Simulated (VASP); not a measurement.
# Cu5Si3 in VASP: a series of runs, part 2 of 2

VASP 6.6.1. Earlier steps stand in the parts before.

### Step 4. Single point, PBE

Contents of INCAR:

```
PREC     = Accurate       # precision mode
ENCUT    = 520            # plane-wave cutoff, eV
EDIFF    = 1E-6           # SCF threshold, eV
ISMEAR   = -1             # smearing method
SIGMA    = 0.05           # smearing width, eV
LREAL    = Auto         
LASPH    = T              # aspherical terms in the spheres
NELM     = 80             # most SCF steps
ALGO     = Normal         # electronic algorithm
ISIF     = 2              # what is computed and relaxed
LWAVE    = F              # write WAVECAR
LCHARG   = T              # write CHGCAR
GGA      = PE             # functional
LELF     = T              # ELF
LVHAR    = T            
ISYM     = 0            
NBANDS   = 81             # bands
```

Contents of KPOINTS:

```
Automatic mesh
0
Gamma
  1 1 1
  0.25 0.25 0.25
```

Contents of POSCAR:

```
Cu5Si3
1.0
    6.0333080000     -0.0687010000      0.0339860000
   -0.0687010000      6.3113540000     -0.0708020000
    0.0339860000     -0.0708020000      5.9927160000
Cu Si
10 6
Direct
    0.4419715626      0.3102126453      0.6032588279
    0.7669884421      0.5360598084      0.4391026101
    0.6601782541      0.1347798855      0.9738942855
    0.6923891309      0.9213749762      0.6041752444
   -0.0224704664      0.2598365537      0.7037684798
    0.5547491430      0.5979752757      0.8264007741
    0.2455216701      0.9354772762      0.7006816880
    0.4282750714      0.4154910563      0.1666932391
    0.2479437460      0.7630749259      0.0604079377
    0.4461192568      0.0386041912      0.3117832457
    0.0225765917      0.6466134434      0.7220461035
    0.6605492531      0.7778491226      0.1409674423
    0.9060952865      0.4657070048      0.0586299155
    0.1756916393      0.1419233133      0.0215824341
    0.3645011937      0.6606591564      0.4562754270
    0.9030206605      0.1566081512      0.3202601475
```

Potentials or basis: VASP PAW PBE potentials, release 64 (Cu, Si).

Launch:

```console
$ cat potpaw_PBE.64/Cu/POTCAR potpaw_PBE.64/Si/POTCAR > POTCAR
$ mpirun -np 1 vasp_std > vasp.out
```

OUTCAR:

```text
PREC = Accurate
   ENCUT = 520
   EDIFF = 1E-6
   ISMEAR = -1
   LREAL = Auto
   LASPH = T
   NELM = 80
   ISIF = 2
   GGA = PE
   ISYM = 0

 ion  position               nearest neighbor table
   1  0.442  0.310  0.603-   6 2.32  10 2.42  15 2.46   2 2.60   7 2.70   8 2.72
   2  0.767  0.536  0.439-  11 2.39  13 2.46  12 2.48  15 2.57   1 2.60  16 2.63   4 2.65   6 2.66
                             8 2.71   5 2.73
   3  0.660  0.135  0.974-  10 2.47  12 2.49   8 2.53  16 2.55   4 2.57  13 2.58   5 2.61  14 2.94

   4  0.692  0.921  0.604-  10 2.45   3 2.57   6 2.58  16 2.59   2 2.65  15 2.69   7 2.75   5 2.77
                            11 2.78  12 2.91
   5  0.978  0.260  0.704-  14 2.40  16 2.42  11 2.45  13 2.50   3 2.61   7 2.64   2 2.73   4 2.77
[... 19 lines left out ...]
  15  0.365  0.661  0.456-   8 2.33   7 2.36   1 2.46   6 2.55   2 2.57   9 2.58  10 2.59  11 2.59
                             4 2.69  12 2.69
  16  0.903  0.157  0.320-   5 2.42  14 2.42  13 2.53   3 2.55   4 2.59   2 2.63  10 2.84  12 2.96

IMPORTANT INFORMATION: All symmetrisations will be switched off!
NOSYMM: (Re-)initialisation of all symmetry stuff for point group C_1.

[... 155 lines left out ...]
      1      -3.9811      2.00000
      2      -2.7411      2.00000
      3      -1.9769      2.00000
      4      -1.5672      2.00000
      5      -0.4849      2.00000
      6       0.1917      2.00000
[... 71 lines left out ...]
     78      11.5206      0.00000
     79      11.6466      0.00000
 [bands above 79 left out]

------------------------ aborting loop because EDIFF is reached ----------------------------------------

  FORCE on cell =-STRESS in cart. coord.  units (eV):
  Direction    XX          YY          ZZ          XY          YZ          ZX
  --------------------------------------------------------------------------------------
  -------------------------------------------------------------------------------------
  Total       -4.1693860     -6.3240403      2.0799015     -1.3478084      1.7181074     -4.8461527
  in kB      -29.2823287    -44.4148430     14.6075128     -9.4658945     12.0665694    -34.0353795
  external PRESSURE =     -19.6965530 kB  Pullay stress =       0.0000000 kB

 VOLUME and BASIS-vectors are now :
 -----------------------------------------------------------------------------
  energy-cutoff  :      520.00
  volume of cell :      228.13
      direct lattice vectors                 reciprocal lattice vectors
     6.033308000 -0.068701000  0.033986000     0.165772159  0.001794171 -0.000918933
    -0.068701000  6.311354000 -0.070802000     0.001794171  0.158485028  0.001862274
     0.033986000 -0.070802000  5.992716000    -0.000918933  0.001862274  0.166896460

 POSITION                                       TOTAL-FORCE (eV/Angst)
 -----------------------------------------------------------------------------------
      2.66574      1.88479      3.60822        -0.540761     -0.692755     -0.047737
      4.60557      3.29948      2.61953        -0.026562     -0.023655      0.090616
      4.00690      0.73634      5.84917        -0.079046      0.085712     -0.395798
      4.13463      5.72478      3.57895         0.485658     -0.050132      0.277760
      5.90380      1.52294      4.23231        -0.202966     -0.237316     -0.598728
      3.33398      3.67741      4.92890         0.257148      0.343415     -0.338319
[... 8 lines left out ...]
      2.16927      4.11231      2.69994         0.245958      0.192284      0.250189
      5.44833      0.90370      1.93883        -0.121934      0.103140      0.292675
 -----------------------------------------------------------------------------------
    total drift:                                0.000652      0.001438      0.000748

  FREE ENERGIE OF THE ION-ELECTRON SYSTEM (eV)
  ---------------------------------------------------
  free  energy   TOTEN  =       -68.8654821829 eV

  energy  without entropy=      -68.8650953938  energy(sigma->0) =      -68.86528879
```

OSZICAR:

```text
N       E                     dE             d eps       ncg     rms          rms(c)
DAV:   1     0.123979161751E+04    0.12398E+04   -0.55151E+04   162   0.238E+03
DAV:   2     0.109256230434E+03   -0.11305E+04   -0.11009E+04   162   0.504E+02
DAV:   3    -0.711925517464E+02   -0.18045E+03   -0.16815E+03   162   0.235E+02
[... 13 lines left out ...]
DAV:  17    -0.688654862816E+02    0.25194E-04   -0.69904E-05   220   0.112E-01    0.223E-02
DAV:  18    -0.688654866828E+02   -0.40126E-06   -0.12486E-05   228   0.928E-02    0.164E-02
DAV:  19    -0.688654841117E+02    0.25711E-05   -0.55690E-06   172   0.686E-02    0.106E-02
DAV:  20    -0.688654819777E+02    0.21340E-05   -0.76305E-06   156   0.428E-02    0.272E-03
DAV:  21    -0.688654821829E+02   -0.20519E-06   -0.31980E-06   132   0.205E-02
   1 F= -.68865482E+02 E0= -.68865289E+02  d E =-.386789E-03
```

stdout:

```text
POSCAR found type information on POSCAR CuSi
 POSCAR found :  2 types and      16 ions
 scaLAPACK will be used
 LDA part: xc-table for (Slater+PW92), standard interpolation
 POSCAR, INCAR and KPOINTS ok, starting setup
 FFT: planning ... GRIDC
 FFT: planning ... GRID_SOFT
 FFT: planning ... GRID
 WAVECAR not read
 entering main loop
```

Run time: 61 s. Hardware: 1 thread of Intel Xeon 6975P-C (Granite Rapids), shared host; peak memory 0.33 GiB.

Results:

```yaml
Free_energy: -68.8655 eV
Pressure: -2.0 GPa
Largest_force: 1.314 eV/Å
Band_gap_on_the_k_mesh: 0.86 eV
```

Forces on the atoms (eV/Å):
```
Cu  -0.541 -0.693 -0.048
Cu  -0.027 -0.024  0.091
Cu  -0.079  0.086 -0.396
Cu   0.486 -0.050  0.278
Cu  -0.203 -0.237 -0.599
Cu   0.257  0.343 -0.338
Cu   0.648  0.963 -0.616
Cu  -0.115 -0.251 -0.007
Cu  -0.370 -0.458  0.304
Cu  -0.797  0.240  0.200
Si  -0.205 -0.121 -0.102
Si   0.540 -0.681 -0.036
Si  -0.131  0.633  0.246
Si   0.413 -0.046  0.481
Si   0.246  0.192  0.250
Si  -0.122  0.103  0.293
```

Stress tensor (GPa, compression positive):
```
-2.93 -0.95 -3.40
-0.95 -4.44  1.21
-3.40  1.21  1.46
```

Caveat: the k points lie up to 1.05 Å⁻¹ apart.

### Step 5. Single point, PBE

Contents of INCAR:

```
SYSTEM = Cu5Si3
PREC = Accurate
ENCUT = 520
EDIFF = 1E-6
ISMEAR = -1
SIGMA = 0.05
LREAL = Auto
LASPH = .TRUE.
NELM = 60
ALGO = Normal
ISIF = 2
LWAVE = .FALSE.
LCHARG = .FALSE.
GGA = PE
ISYM = 0
NBANDS = 81
```

KPOINTS is that of step 4.

Contents of POSCAR:

```
Cu5Si3
1.0
    6.0333080000     -0.0687010000      0.0339860000
   -0.0687010000      6.3113540000     -0.0708020000
    0.0339860000     -0.0708020000      5.9927160000
Cu Si
10 6
Direct
    0.4278797567      0.3171118199      0.5876696359
    0.7832596778      0.5199374212      0.4504307806
    0.6417911133      0.1232026971      0.9818952015
    0.7202822195      0.9357344139      0.6149123964
   -0.0217172354      0.2800365924      0.7052775791
    0.5874178306      0.6015354990      0.8238508106
    0.2580891814      0.9619536760      0.6950113814
    0.4646464864      0.4195780726      0.1893741488
    0.2522989198      0.7555819992      0.0491128039
    0.4113682211      0.0290939321      0.3351557371
    0.0336124299      0.6710234214      0.6994597188
    0.7039776460      0.7929188140      0.1338007430
    0.9288824554      0.4818840851      0.0579347257
    0.2030966323      0.1822314906      0.0256561319
    0.4076583041      0.6782857523      0.4803390170
    0.9202213353      0.1508734694      0.3222331078
```

Launch:

```console
$ cat potpaw_PBE.64/Cu/POTCAR potpaw_PBE.64/Si/POTCAR > POTCAR
$ mpirun -np 1 vasp_std > vasp.out
```

It took 58 s on 1 thread of Intel Xeon 6975P-C (Granite Rapids), shared host; peak memory 0.33 GiB.

It converged, with:

- Free energy: -68.9007 eV
- Pressure: -2.8 GPa
- Largest force: 1.043 eV/Å
- Band gap on the k mesh: 0.85 eV

Forces on the atoms (eV/Å):
```
Cu  -0.280  0.002  0.789
Cu  -0.100  0.294 -0.485
Cu  -0.154  0.433 -0.278
Cu   0.246 -0.094 -0.162
Cu  -0.002 -0.461 -0.210
Cu   0.005 -0.078  0.226
Cu   0.133  0.658  0.606
Cu  -0.035  0.395 -0.389
Cu   0.035 -0.235  0.214
Cu  -0.146 -0.110 -1.026
Si   0.299 -0.351  0.624
Si  -0.459 -0.446  0.736
Si   0.297  0.257  0.080
Si   0.333 -0.545 -0.262
Si  -0.240  0.162 -0.524
Si   0.068  0.118  0.060
```

Stress tensor (GPa, compression positive):
```
-3.05 -0.66 -2.86
-0.66 -5.49  0.56
-2.86  0.56  0.24
```

Levels at points of the mesh, in eV from the valence-band top:
```tsv
k point	band 63	band 64	band 65	band 66	band 67	band 68	band 69	band 70	band 71	band 72
(0.25, 0.25, 0.25)	-0.83	-0.68	-0.53	-0.10	0.00	0.85	1.57	1.77	2.25	2.44
```

Caveat: the k points lie up to 1.05 Å⁻¹ apart.

### Step 6. Single point, PBE

Contents of INCAR:

```
SYSTEM = Cu5Si3
PREC = Accurate
ENCUT = 520
EDIFF = 1E-6
ISMEAR = -1
SIGMA = 0.1336
LREAL = Auto
LASPH = .True.
NELM = 60
ALGO = Normal
ISIF = 2
LWAVE = .False.
LCHARG = .False.
GGA = PE
NBANDS = 81
```

Contents of KPOINTS:

```
Automatic mesh
0
Gamma
  4 4 4
  0 0 0
```

Contents of POSCAR:

```
Cu5Si3
1.0
    6.0333080000     -0.0687010000      0.0339860000
   -0.0687010000      6.3113540000     -0.0708020000
    0.0339860000     -0.0708020000      5.9927160000
Cu Si
10 6
Direct
    0.5449379890      0.2550376794      0.5959692172
    0.7936532906      0.5594153640      0.3876023471
    0.6862348406      0.1271279446      0.9099316546
    0.7310568363      0.9119833551      0.5828499634
    0.0455341058      0.2307454856      0.6042619546
    0.5181125171      0.5945495329      0.7711724013
    0.3100641829      0.8917174287      0.7057026659
    0.4245054396      0.4109355014      0.0949712964
    0.1874212965      0.7267928663      0.0035385320
    0.3742075081      0.9729436013      0.3130324986
    0.0385448029      0.6238392766      0.6728612903
    0.6190290822      0.7484718054      0.1000642640
    0.9063495816      0.4326731302      0.9908464406
    0.1133158588      0.1289184769      0.0536323577
    0.3725174944      0.5644967763      0.3928475295
    0.8222361078      0.1788752075      0.3229556228
```

Potentials or basis: VASP PAW PBE potentials, release 64 (Cu, Si).

Launch:

```console
$ cat potpaw_PBE.64/Cu/POTCAR potpaw_PBE.64/Si/POTCAR > POTCAR
$ mpirun -np 1 vasp_std > vasp.out
```

Run time: 29 min. Hardware: 1 thread of AMD EPYC 7R43 (Zen 3), shared host; peak memory 0.55 GiB.

The run converged. Its results:

* Free energy: -64.7600 eV
* Pressure: 3.5 GPa
* Largest force: 3.727 eV/Å
* Band gap on the k mesh: zero (band 67 reaches 7.77 eV, above the bottom of band 68 at 6.74 eV)

Forces on the atoms (eV/Å):
```
Cu  -1.123  0.164 -1.281
Cu  -0.100 -0.246 -0.209
Cu   0.161 -0.736  1.852
Cu   0.271 -0.933 -0.351
Cu   0.895 -0.047  1.189
Cu   0.965 -0.174 -1.003
Cu   0.198  2.296 -1.193
Cu   0.147 -2.925 -1.916
Cu  -0.378 -0.142  2.574
Cu   0.083  0.487 -0.293
Si  -0.221  0.195 -1.063
Si   0.498  1.161  0.146
Si  -0.508  0.640  0.233
Si   1.045 -0.995 -0.451
Si  -0.898  1.703  3.191
Si  -1.035 -0.449 -1.425
```

Stress tensor (GPa, compression positive):
```
-0.97  0.17  0.18
 0.17  2.85  1.36
 0.18  1.36  8.68
```

Levels at points of the mesh, in eV from the Fermi level:
| k point | band 64 | band 65 | band 66 | band 67 | band 68 | band 69 | band 70 | band 71 |
| --- | --- | --- | --- | --- | --- | --- | --- | --- |
| (0.00, 0.00, 0.00) | -1.47 | -1.22 | -1.12 | -0.89 | -0.76 | -0.14 | 0.74 | 1.07 |
| (0.50, 0.00, 0.00) | -1.06 | -0.91 | -0.49 | -0.44 | -0.05 | 0.33 | 0.56 | 1.26 |
| (0.00, 0.50, 0.00) | -1.35 | -1.03 | -0.70 | -0.50 | -0.12 | 0.26 | 0.63 | 1.28 |
| (0.50, 0.50, 0.00) | -1.08 | -0.89 | -0.46 | -0.25 | 0.23 | 0.69 | 1.16 | 1.60 |
| (0.00, 0.00, 0.50) | -1.36 | -1.07 | -0.77 | -0.57 | 0.10 | 0.36 | 0.79 | 1.42 |
| (0.50, 0.00, 0.50) | -0.95 | -0.59 | -0.01 | 0.25 | 0.50 | 0.66 | 1.09 | 1.26 |
| (0.00, 0.50, 0.50) | -1.14 | -0.99 | -0.48 | -0.18 | 0.36 | 0.64 | 1.07 | 1.77 |
| (0.50, 0.50, 0.50) | -0.54 | -0.38 | -0.19 | 0.26 | 0.35 | 0.58 | 0.86 | 1.03 |

### Step 7. Overview

```csv
k mesh,smearing,gap on the mesh (eV),pressure (GPa),largest force (eV/Å)
"1 × 1 × 1, shifted",fermi-dirac 0.0741 eV,0.79,-1.4,1.80
"1 × 1 × 1, shifted",fermi-dirac 0.05 eV,0.85,-2.8,1.04
4 × 4 × 4,fermi-dirac 0.1336 eV,none,3.5,3.73
```

Some of these runs hold the atoms at other places in the same cell, which the table doesn't show; runs alike in all that it shows share one row.

Alike in all rows: task single point; level PBE; potentials or basis VASP PAW PBE potentials, release 64 (Cu, Si); no spin polarisation; cell as given; cutoff (eV) 520.

Caveats: some runs use coarse meshes.

Absolute energies hang on the potentials; compare differences alone.
